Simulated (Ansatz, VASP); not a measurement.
C: VASP beside Ansatz

The input INCAR:

```
SYSTEM = C
ALGO = Normal
EDIFF = 1E-6
ENCUT = 520
GGA = CA
ISIF = 2
ISMEAR = 0
LASPH = .True.
LCHARG = .False.
LREAL = Auto
LWAVE = .False.
NBANDS = 46
NELM = 100
PREC = Accurate
SIGMA = 0.05
```

File KPOINTS:

```
k-points
0
Gamma
  6 6 6
  0 0 0
```

The input POSCAR:

```
C
1.0
   -4.2065455176      0.0000000000      0.0000000000
    0.0000000000      0.0000000000     -4.9713232235
    2.1032727588     -4.3337146138      2.4856616118
C
16
Direct
    0.0184118628      0.8333499133      0.6666998266
    0.0184118628      0.3333499133      0.6666998266
    0.9815881372      0.1666500867      0.3333001734
    0.9815881372      0.6666500867      0.3333001734
    0.6482879639      0.8333499133      0.6666998266
    0.6482879639      0.3333499133      0.6666998266
    0.3517120361      0.6666500867      0.3333001734
    0.3517120361      0.1666500867      0.3333001734
    0.7739231855      0.3392386407      0.1784772814
    0.7739231855      0.8392386407      0.1784772814
    0.2260768145      0.1607613593      0.8215227186
    0.2260768145      0.6607613593      0.8215227186
    0.4045540959      0.3392386407      0.1784772814
    0.4045540959      0.8392386407      0.1784772814
    0.5954459041      0.1607613593      0.8215227186
    0.5954459041      0.6607613593      0.8215227186
```

Input for Ansatz:

```yaml
crystal:
  lattice:
    - [-4.2065455176, 0.0, 0.0]
    - [0.0, 0.0, -4.9713232235]
    - [2.1032727588, -4.3337146138, 2.4856616118]
  atoms:
    - { symbol: C, position: [0.0184118628, 0.8333499133, 0.6666998266] }
    - { symbol: C, position: [0.0184118628, 0.3333499133, 0.6666998266] }
    - { symbol: C, position: [0.9815881372, 0.1666500867, 0.3333001734] }
    - { symbol: C, position: [0.9815881372, 0.6666500867, 0.3333001734] }
    - { symbol: C, position: [0.6482879639, 0.8333499133, 0.6666998266] }
    - { symbol: C, position: [0.6482879639, 0.3333499133, 0.6666998266] }
    - { symbol: C, position: [0.3517120361, 0.6666500867, 0.3333001734] }
    - { symbol: C, position: [0.3517120361, 0.1666500867, 0.3333001734] }
    - { symbol: C, position: [0.7739231855, 0.3392386407, 0.1784772814] }
    - { symbol: C, position: [0.7739231855, 0.8392386407, 0.1784772814] }
    - { symbol: C, position: [0.2260768145, 0.1607613593, 0.8215227186] }
    - { symbol: C, position: [0.2260768145, 0.6607613593, 0.8215227186] }
    - { symbol: C, position: [0.4045540959, 0.3392386407, 0.1784772814] }
    - { symbol: C, position: [0.4045540959, 0.8392386407, 0.1784772814] }
    - { symbol: C, position: [0.5954459041, 0.1607613593, 0.8215227186] }
    - { symbol: C, position: [0.5954459041, 0.6607613593, 0.8215227186] }
basis:
  ecutwfc: 420
kpoints:
  mp_grid: { grid: [6, 6, 6] }
hamiltonian:
  xc: lda
scf:
  occupations: { method: gaussian, width: 0.05 }
output:
  forces: true
  stress: true
  eigenvalues: true
  write_density: true
  write_potential: true
  elf: true
  volumetric_format: npy
```

Alike in both runs: task single point; functional LDA; k mesh 6 × 6 × 6; occupations gaussian, width 0.05 eV; no spin polarisation.

|  | VASP | Ansatz |
| --- | --- | --- |
| version | VASP 6.6.1 | Ansatz 0.2.0 |
| potentials or method | VASP PAW LDA potentials, release 64 (C), cutoff 520 eV | scalar-relativistic, plane waves, PAW |
| valence electrons in the cell | 64 | 64 |

```csv
,VASP,Ansatz,Ansatz less VASP
gap on the k mesh at the Fermi level (eV),3.08,3.10,+0.017
least direct gap on the mesh (eV),4.80,4.82,+0.017
pressure (GPa),1.5,0.0,-1.48
rms of the force components (eV/Å),0.008,0.000,-0.0081
```

LDA's correlation is that of Perdew and Zunger in VASP and of Perdew and Wang (1992) in Ansatz. Atom by atom the forces differ by 0.008 eV/Å (rms over components).
